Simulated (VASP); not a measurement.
# Ti8HO16 (a cell with a defect) in VASP: single point with PBE

Aim: the single point of Ti8HO16 (a cell with a defect) with PBE.

All numbers are computed with VASP 6.6.1; they aren't measurements. Logs are shortened: lines on timing, memory, paths and dates and some standing lists are left out, and cuts for length are marked.

### Step 1. The cell of the first run

The cell holds a defect, 25 atoms: a = 6.567 Å, b = 6.567 Å, c = 7.530 Å, α = 115.85°, β = 115.85°, γ = 90.00°.

### Step 2. Single point, PBE

INCAR

```
SYSTEM = Ti8HO16
PREC = Accurate ; ENCUT = 520
EDIFF = 1E-6 ; ISMEAR = 0
SIGMA = 0.02 ; LREAL = Auto
LASPH = .True. ; NELM = 60
ALGO = Normal ; ISIF = 2
LWAVE = .False. ; LCHARG = .True.
GGA = PE ; LELF = .True.
LVHAR = .True. ; NELECT = 192.0
NBANDS = 114
```

KPOINTS

```
Automatic mesh
0
Gamma
  3 3 3
  0 0 0
```

POSCAR

```
Ti8HO16
1.0
    4.6432750182     -4.6432750182      0.0000000000
    4.6432750182      4.6432750182      0.0000000000
   -4.6432750182      0.0000000000      5.9277640358
Ti O H
8 16 1
Direct
    1.0222512034     -0.0009718409      0.0068938304
    0.2658276841      0.2362952960      0.5061070214
    0.4762901697      0.5291569500      0.0054025430
    0.7399049308      0.7501847440      0.5070139401
    0.0956079269      0.6189094739      0.2441735183
    0.3613405224      0.8482860493      0.7325240974
    0.6550025646      0.1299815416      0.2665829798
    0.8721075080      0.3795663617      0.7540352438
   -0.0085485919      0.3030194273     -0.0027863795
    0.2468821538      0.5508189214      0.4950353932
    0.4982796410      0.8141174912      0.0011803776
    0.7539496811      0.0573051819      0.5001643085
    0.8164056782      0.6300204228      0.2476243979
    0.0746759383      0.8783436050      0.7509905882
    0.3260789711      0.1287820209      0.2488120295
    0.5721230011      0.3782708178      0.7496398259
    0.0048998158      0.6949922586     -0.0001271980
    0.2516265938      0.9425951424      0.4992211198
    0.5248367385      0.2040926529     -0.0086786518
    0.7544780949      0.4468947633      0.4999890316
    0.4299165821      0.6253756054      0.2522327122
    0.6809722710      0.8740136042      0.7499370712
    0.9337411191      0.1222690470      0.2483901166
    0.1806211086      0.3759102087      0.7479550423
    0.6514012437      0.2113883236     -0.0446716500
```

Potentials or basis: VASP PAW PBE potentials, release 64 (Ti_sv, O, H).

Started as:

```bash
$ cat potpaw_PBE.64/Ti_sv/POTCAR potpaw_PBE.64/O/POTCAR potpaw_PBE.64/H/POTCAR > POTCAR
$ mpirun -np 1 vasp_std > vasp.out
```

OUTCAR:

```text
SYSTEM = Ti8HO16
   PREC = Accurate
   ENCUT = 520
   EDIFF = 1E-6
   ISMEAR = 0
   LREAL = Auto
   LASPH = .True.
   NELM = 60
   ISIF = 2
   GGA = PE
   NELECT = 192.0

 ion  position               nearest neighbor table
   1  0.022  0.999  0.007-  15 1.87  14 1.93  17 1.98  23 1.98   9 2.04  22 2.07
   2  0.266  0.236  0.506-  16 1.89  18 1.91  15 1.97  24 1.98  23 2.03  10 2.10
   3  0.476  0.529  0.005-  21 1.85  24 1.89  11 1.89  13 2.04  16 2.12  19 2.12
   4  0.740  0.750  0.507-  22 1.86  21 1.93  20 1.97  14 2.01  12 2.04  13 2.05
   5  0.096  0.619  0.244-  13 1.85   9 1.94  17 1.96  10 1.96  18 1.99  21 2.17   6 2.90   8 2.91

   6  0.361  0.848  0.733-  10 1.83  11 1.94  14 1.95  18 1.96  22 2.05  19 2.15   5 2.90
   7  0.655  0.130  0.267-  12 1.87  23 1.89  20 1.91  11 1.99  15 2.10  19 2.14   8 2.90
   8  0.872  0.380  0.754-  17 1.93   9 1.94  16 1.96  20 1.97  12 1.98  24 2.05   7 2.90   5 2.91

   9  0.991  0.303  0.997-   5 1.94   8 1.94   1 2.04
  10  0.247  0.551  0.495-   6 1.83   5 1.96   2 2.10
  11  0.498  0.814  0.001-   3 1.89   6 1.94   7 1.99
  12  0.754  0.057  0.500-   7 1.87   8 1.98   4 2.04
  13  0.816  0.630  0.248-   5 1.85   3 2.04   4 2.05
  14  0.075  0.878  0.751-   1 1.93   6 1.95   4 2.01
  15  0.326  0.129  0.249-   1 1.87   2 1.97   7 2.10
  16  0.572  0.378  0.750-   2 1.89   8 1.96   3 2.12
  17  0.005  0.695  1.000-   8 1.93   5 1.96   1 1.98
  18  0.252  0.943  0.499-   2 1.91   6 1.96   5 1.99
  19  0.525  0.204  0.991-  25 0.99   3 2.12   7 2.14   6 2.15
  20  0.754  0.447  0.500-   7 1.91   4 1.97   8 1.97
  21  0.430  0.625  0.252-   3 1.85   4 1.93   5 2.17
  22  0.681  0.874  0.750-   4 1.86   6 2.05   1 2.07
  23  0.934  0.122  0.248-   7 1.89   1 1.98   2 2.03
  24  0.181  0.376  0.748-   3 1.89   2 1.98   8 2.05
  25  0.651  0.211  0.955-  19 0.99

  LATTYP: Found a body centered tetragonal cell.
 ALAT       =     6.5665825046
 C/A-ratio  =     1.8054335057

  Lattice vectors:

 A1 = (   0.0000000000,  -4.6432750182,  -5.9277640358)
 A2 = (   0.0000000000,   4.6432750182,  -5.9277640358)
 A3 = (   4.6432750182,   0.0000000000,   5.9277640358)

Analysis of symmetry for initial positions (statically):
=====================================================================
 Subroutine PRICEL returns:
 Original cell was already a primitive cell.

 Routine SETGRP: Setting up the symmetry group for a
 body centered tetragonal supercell.

 Subroutine GETGRP returns: Found  1 space group operations
 (whereof  1 operations were pure point group operations)
 out of a pool of 16 trial point group operations.

The static configuration has the point symmetry C_1 .
[... 154 lines left out ...]
   ISIF   =      2    stress and relaxation
   ISYM   =      2    0-nonsym 1-usesym 2-fastsym
   POTIM  = 0.5000    time-step for ionic-motion
   TEBEG  =    0.0;   TEEND  =   0.0 temperature during run
   PSTRESS=    0.0 pullay stress
   NELECT =     192.0000    total number of electrons
   NUPDOWN=      -1.0000    fix difference up-down
   EMIN   =  10.00;   EMAX   =-10.00  energy-range for DOS
   EFERMI =   0.00;   METHOD = LEGACY
   ISMEAR =     0;   SIGMA  =   0.02  broadening in eV -4-tet -1-fermi 0-gaus
   EFERMI_NEDOS =   21; number of points for ismear=-14 and -15
   IALGO  =     38    algorithm
   IMIX   =      4    mixing-type and parameters
     AMIX     =   0.40;   BMIX     =  1.00
     AMIX_MAG =   1.60;   BMIX_MAG =  1.00
  volume/ion in A,a.u.               =      10.22        69.00
  Fermi-wavevector in a.u.,A,eV,Ry     =   1.488168  2.812230 30.132066  2.214644
  Thomas-Fermi vector in A             =   2.601237
   LORBIT       =      0    0 simple, 1 ext, 2 COOP (PROOUT), +10 PAW based schemes
   GGA     = PE    functional components
   LHFCALC =     F    Hartree Fock is set to
   AEXX    =    0.0000 exact exchange contribution
   IVDW    =     0    specifies the selected vdW correction
   LEPSILON=     F    determine dielectric tensor
   LRPA    =     F    only Hartree local field effects (RPA)
 non-spin polarized calculation
 Gauss-broadening in eV      SIGMA  =   0.02
  energy-cutoff  :      520.00
  volume of cell :      255.61
 maximum number of plane-waves:      6906
 NGX is ok and might be reduce to    50
   NGX = 25   NGY = 25   NGZ = 27

 number of electron     191.9999993 magnetization

 Free energy of the ion-electron system (eV)
  ---------------------------------------------------
  ext. energy  EPLUGINS =         0.00000000
  ---------------------------------------------------
  free energy    TOTEN  =      -224.46103007 eV

  energy without entropy =     -224.46103007  energy(sigma->0) =     -224.46103007

 E-fermi :   4.6156     XC(G=0): -11.2762

 val. band max:        4.5198856379   @ k =   0.0000   0.0000   0.0000
 cond. band min:       6.5659579790   @ k =   0.0000   0.0000   0.0000
 fundamental gap:      2.0460723411
 Fermi energy:         4.6155536558

 k-point     1 :       0.0000    0.0000    0.0000
  band No.  band energies     occupation
      1     -52.2870      2.00000
      2     -52.2464      2.00000
      3     -52.2408      2.00000
      4     -52.2360      2.00000
      5     -52.2262      2.00000
      6     -52.2042      2.00000
[... 1543 lines left out ...]
    107       7.5823      0.00000
    108       7.6698      0.00000
 [bands above 108 left out]

------------------------ aborting loop because EDIFF is reached ----------------------------------------

  FORCE on cell =-STRESS in cart. coord.  units (eV):
  Direction    XX          YY          ZZ          XY          YZ          ZX
  --------------------------------------------------------------------------------------
  -------------------------------------------------------------------------------------
  Total       -6.4797494     -4.4470043     -2.1949507      2.2163378      0.0181576      0.4916095
  in kB      -40.6161797    -27.8745851    -13.7583270     13.8923853      0.1138149      3.0814926
  external PRESSURE =     -27.4163639 kB  Pullay stress =       0.0000000 kB

 VOLUME and BASIS-vectors are now :
 -----------------------------------------------------------------------------
  energy-cutoff  :      520.00
  volume of cell :      255.61
      direct lattice vectors                 reciprocal lattice vectors
     4.643275018 -4.643275018  0.000000000     0.107682616 -0.107682616  0.084348837
     4.643275018  4.643275018  0.000000000     0.107682616  0.107682616  0.084348837
    -4.643275018  0.000000000  5.927764036     0.000000000  0.000000000  0.168697673

 POSITION                                       TOTAL-FORCE (eV/Angst)
 -----------------------------------------------------------------------------------
      4.71007      4.53544      0.04086         0.015360      0.030419     -0.014663
     -0.01850     -0.13713      3.00008         0.013199      0.063008     -0.026272
      4.64348      0.24548      0.03203         0.000180     -0.085266     -0.033800
      4.56469      0.04773      3.00546        -0.008631     -0.045423     -0.015138
      2.18394      2.42983      1.44740         0.065889     -0.018697      0.020830
      2.21532      2.26102      4.34223         0.044124      0.035218      0.046156
[... 17 lines left out ...]
     -0.88883      0.90678      4.43370        -0.045256      0.031494     -0.031150
     -0.42968     -2.04310      5.66296         0.040480     -0.231171      0.185919
 -----------------------------------------------------------------------------------
    total drift:                               -0.000817     -0.030451     -0.003710

  FREE ENERGIE OF THE ION-ELECTRON SYSTEM (eV)
  ---------------------------------------------------
  free  energy   TOTEN  =      -224.4610300713 eV

  energy  without entropy=     -224.4610300713  energy(sigma->0) =     -224.46103007
```

stdout:

```text
POSCAR found type information on POSCAR TiO H
 POSCAR found :  3 types and      25 ions
 scaLAPACK will be used
 LDA part: xc-table for (Slater+PW92), standard interpolation
 POSCAR, INCAR and KPOINTS ok, starting setup
 FFT: planning ... GRIDC
 FFT: planning ... GRID_SOFT
 FFT: planning ... GRID
 WAVECAR not read
 entering main loop
 the old and the new charge density differ
 old charge density:   193.00000 new  192.00000
    0.622E+01
```

Wall time 34 min (1 thread of Intel Xeon 8259CL, shared host); peak memory 0.52 GiB.

What came out:

| Item | Value |
| --- | --- |
| Free energy | -224.4610 eV |
| Largest force | 0.299 eV/Å |

Forces on the atoms (eV/Å):
```
Ti   0.015  0.030 -0.015
Ti   0.013  0.063 -0.026
Ti   0.000 -0.085 -0.034
Ti  -0.009 -0.045 -0.015
Ti   0.066 -0.019  0.021
Ti   0.044  0.035  0.046
Ti  -0.059  0.013 -0.049
Ti   0.015  0.022  0.000
O   -0.056  0.007 -0.025
O   -0.051 -0.017 -0.054
O    0.000  0.011 -0.006
O   -0.059 -0.035  0.034
O   -0.019  0.053 -0.017
O    0.024  0.010 -0.038
O    0.064 -0.031  0.007
O    0.071  0.049  0.011
O    0.033  0.012 -0.013
O    0.011 -0.001 -0.018
O   -0.046  0.033  0.044
O    0.037  0.016 -0.007
O   -0.060  0.048 -0.001
O   -0.036  0.040  0.024
O    0.007 -0.008 -0.022
O   -0.045  0.031 -0.031
H    0.040 -0.231  0.186
```

Levels at points of the mesh, in eV from the Fermi level:
```csv
k point,band 94,band 95,band 96,band 97,band 98,band 99
"(0.00, 0.00, 0.00)",-0.73,-0.57,-0.10,1.95,2.26,2.46
```

Caveat: the cell carries a net charge on a neutralising background, which shifts energy and pressure; the cell is charged against a uniform background, so pressure and absolute levels hang on convention.
